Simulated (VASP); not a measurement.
Input of a VASP 6.6.1 run:

The input POSCAR:

```
KF
1.0
    0.0000000000      2.6734993184      2.6734993184
    2.6734993184      0.0000000000      2.6734993184
    2.6734993184      2.6734993184      0.0000000000
K F
1 1
Direct
    0.0000000000      0.0000000000      0.0000000000
    0.5000000000      0.5000000000      0.5000000000
```

Contents of INCAR.step1:

```
SYSTEM = KF
PREC = Accurate
ENCUT = 520
EDIFF = 1E-5
ISMEAR = 0
SIGMA = 0.05
LREAL = .FALSE.
LASPH = .TRUE.
NELM = 60
ALGO = Normal
ISIF = 2
LWAVE = .TRUE.
NBANDS = 15
GGA = PE
```

INCAR.step2

```
SYSTEM = KF
PREC = Accurate
ENCUT = 520
EDIFF = 1E-7
ISMEAR = 0
SIGMA = 0.05
LREAL = .FALSE.
LASPH = .TRUE.
NELM = 60
ALGO = Normal
ISIF = 2
LWAVE = .FALSE.
LCHARG = .TRUE.
GGA = PE
LHFCALC = .TRUE.
AEXX = 0.25
PRECFOCK = Normal
LELF = .TRUE.
LVHAR = .TRUE.
NBANDS = 15
ISTART = 1
```

The input KPOINTS:

```
regular mesh
0
G
  4 4 4
  0 0 0
```

Potentials or basis: VASP PAW PBE potentials, release 64 (K_sv, F).

The run is started by

```bash
$ cat potpaw_PBE.64/K_sv/POTCAR potpaw_PBE.64/F/POTCAR > POTCAR
$ cp INCAR.step1 INCAR
$ mpirun -np 1 vasp_std > vasp.out
$ cp INCAR.step2 INCAR
$ mpirun -np 1 vasp_std > vasp.out
```

**Question.** What does it give for the band gap on the k mesh?

**Answer.** 8.94 eV.

**Question.** Estimate the pressure.

**Answer.** 0.4 GPa.

Caveat: the k points lie up to 0.51 Å⁻¹ apart; the PAW data sets were made with another functional, which shifts forces and pressure a little.
